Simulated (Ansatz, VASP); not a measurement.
**Nb: VASP beside Ansatz**

The input INCAR:

```
  ALGO = Normal
  EDIFF = 1E-7
  ENCUT = 520
  GGA = PE
  ISIF = 2
  ISMEAR = 0
  LASPH = T
  LCHARG = T
  LELF = T
  LREAL = F
  LVHAR = T
  LWAVE = F
  NBANDS = 12
  NELM = 80
  PREC = Accurate
  SIGMA = 0.1
```

The input KPOINTS:

```
k-points
0
Gamma
  18 18 18
```

Contents of POSCAR:

```
Nb
1.0
    0.0000000000      2.0661713614      2.0661713614
    2.0661713614      0.0000000000      2.0661713614
    2.0661713614      2.0661713614      0.0000000000
Nb
1
Direct
    0.0000000000      0.0000000000      0.0000000000
```

Input for Ansatz:

```yaml
crystal:
  lattice:
    - [0.0, 2.0661713614, 2.0661713614]
    - [2.0661713614, 0.0, 2.0661713614]
    - [2.0661713614, 2.0661713614, 0.0]
  atoms:
    - { symbol: Nb, position: [0.0, 0.0, 0.0] }
basis:
  ecutwfc: 420
kpoints:
  mp_grid: { grid: [18, 18, 18] }
hamiltonian:
  xc: pbe
scf:
  occupations: { method: gaussian, width: 0.1 }
output:
  forces: true
  stress: true
  eigenvalues: true
```

Alike in both runs: task single point; functional PBE; k mesh 18 × 18 × 18; occupations gaussian, width 0.1 eV; no spin polarisation.

|  | VASP | Ansatz |
| --- | --- | --- |
| version | VASP 6.6.1 | Ansatz 0.2.0 |
| potentials or method | VASP PAW PBE potentials, release 64 (Nb_sv), cutoff 520 eV | scalar-relativistic, plane waves, PAW |
| valence electrons in the cell | 13 | 13 |

|  | VASP | Ansatz | Ansatz less VASP |
| --- | --- | --- | --- |
| gap on the k mesh at the Fermi level (eV) | none | none | - |
| pressure (GPa) | 11.0 | 11.3 | +0.35 |

A gap of «none» marks a metal or a gap that the smearing closes.
